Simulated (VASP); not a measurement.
Input of a VASP 6.6.1 run:

The input INCAR:

```
SYSTEM = TlH2
ALGO = Normal ; EDIFF = 1E-7
ENCUT = 520 ; GGA = PE
ISIF = 2 ; ISMEAR = 0
LASPH = .TRUE. ; LCHARG = .FALSE.
LREAL = .FALSE. ; LWAVE = .FALSE.
NBANDS = 24 ; NELM = 80
PREC = Accurate ; SIGMA = 0.1
```

The input KPOINTS:

```
k-points
0
G
  6 6 4
  0 0 0
```

The input POSCAR:

```
TlH2
1.0
    3.9361647963      0.0000000000      0.0000000000
    0.0000000000      3.9361647963      0.0000000000
    0.0000000000      0.0000000000      5.7564373288
Tl H
2 4
Direct
    0.0000000000      0.0000000000      0.0000000000
    0.5000000000      0.5000000000      0.5000000000
    0.0000000000      0.5000000000      0.1119751642
    0.0000000000      0.5000000000      0.6119751642
    0.5000000000      0.0000000000      0.3880248358
    0.5000000000      0.0000000000      0.8880248358
```

Potentials or basis: VASP PAW PBE potentials, release 64 (Tl_d, H).

Command:

```console
$ cat potpaw_PBE.64/Tl_d/POTCAR potpaw_PBE.64/H/POTCAR > POTCAR
$ mpirun -np 1 vasp_std > vasp.out
```

Problem. Predict the pressure.

Solution. 0.0 GPa.

Problem. Estimate the largest force.

Solution. 0.047 eV/Å.

Stress tensor (GPa, compression positive):
```
-0.09  0.00  0.00
 0.00 -0.09  0.00
 0.00  0.00  0.15
```
